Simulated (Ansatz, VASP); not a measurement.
# One calculation of Co3SbS4, two programs

File POSCAR:

```
Co3SbS4
1.0
    0.0000000000      5.3343713200      0.0000000000
    5.3343713200      0.0000000000      0.0000000000
    2.6671856600      2.6671856600     -5.3264473200
Co Sb S
3 1 4
Direct
    0.5000000000      0.5000000000      0.0000000000
    0.7500000000      0.2500000000      0.5000000000
    0.2500000000      0.7500000000      0.5000000000
    0.0000000000      0.0000000000      0.0000000000
    0.3870000000      0.3870000000      0.7360000000
    0.6130000000      0.1230000000      0.2640000000
    0.8770000000      0.8770000000      0.7360000000
    0.1230000000      0.6130000000      0.2640000000
```

The input INCAR.step1:

```
ALGO = Normal ; EDIFF = 1E-4
ENCUT = 600 ; GGA = PE
ISMEAR = 1 ; LASPH = T
LCHARG = F ; LREAL = F
LWAVE = T ; NELM = 100
PREC = Accurate ; SIGMA = 0.1363
```

INCAR.step2

```
ALGO = Normal ; EDIFF = 1E-6
EDIFFG = -0.01 ; ENCUT = 600
IBRION = 2 ; ISIF = 3
ISMEAR = 1 ; ISTART = 1
LASPH = T ; LCHARG = F
LMIXTAU = T ; LREAL = F
LWAVE = F ; METAGGA = R2SCAN
NELM = 100 ; NSW = 60
PREC = Accurate ; SIGMA = 0.1363
```

File KPOINTS:

```
k-points
0
Gamma
  4 4 4
```

Input for Ansatz:

```yaml
crystal:
  lattice:
    - [0.0, 5.33437132, 0.0]
    - [5.33437132, 0.0, 0.0]
    - [2.66718566, 2.66718566, -5.32644732]
  atoms:
    - { symbol: Co, position: [0.5, 0.5, 0.0] }
    - { symbol: Co, position: [0.75, 0.25, 0.5] }
    - { symbol: Co, position: [0.25, 0.75, 0.5] }
    - { symbol: Sb, position: [0.0, 0.0, 0.0] }
    - { symbol: S, position: [0.387, 0.387, 0.736] }
    - { symbol: S, position: [0.613, 0.123, 0.264] }
    - { symbol: S, position: [0.877, 0.877, 0.736] }
    - { symbol: S, position: [0.123, 0.613, 0.264] }
  symmetry: { tolerance: 0.0003 }
kpoints:
  mp_grid: { grid: [4, 4, 4], shift: [0, 0, 0] }
magnetization:
  spin_polarized: false
scf:
  occupations: { method: cold, width: 0.1363 }
hamiltonian:
  pseudopotentials: { kind: paw }
  xc: r2scan
basis:
  ecutwfc: 500
output:
  forces: true
  stress: true
  eigenvalues: true
relax:
  max_steps: 40
  cell: {}
```

Alike in both runs: task relaxation of cell and atoms; functional r2SCAN; k mesh 4 × 4 × 4; no spin polarisation.

|  | VASP | Ansatz |
| --- | --- | --- |
| version | VASP 6.6.1 | Ansatz 0.2.0 |
| potentials or method | VASP PAW PBE potentials, release 64 (Co, Sb, S), cutoff 600 eV | PAW plane waves |
| occupations | methfessel-paxton of order 1, width 0.1363 eV | cold, width 0.1363 eV |
| valence electrons in the cell | 56 | 90 |

|  | VASP | Ansatz | Ansatz less VASP |
| --- | --- | --- | --- |
| gap on the k mesh at the Fermi level, each at its own relaxed structure (eV) | none | none | - |
| relaxed volume (Å³/atom) | 17.38 | 17.36 | -0.018 |
| relaxed cell length with the largest relative difference (Å) | 6.236 | 6.224 | -0.0118 |

VASP's potentials were made for PBE, not for r2SCAN. A gap of «none» marks a metal or a gap that the smearing closes. VASP's potentials hold 56 valence electrons a cell and Ansatz's 90, so a difference there can come from the potentials and not from the codes.

Neither program's run includes spin-orbit coupling.
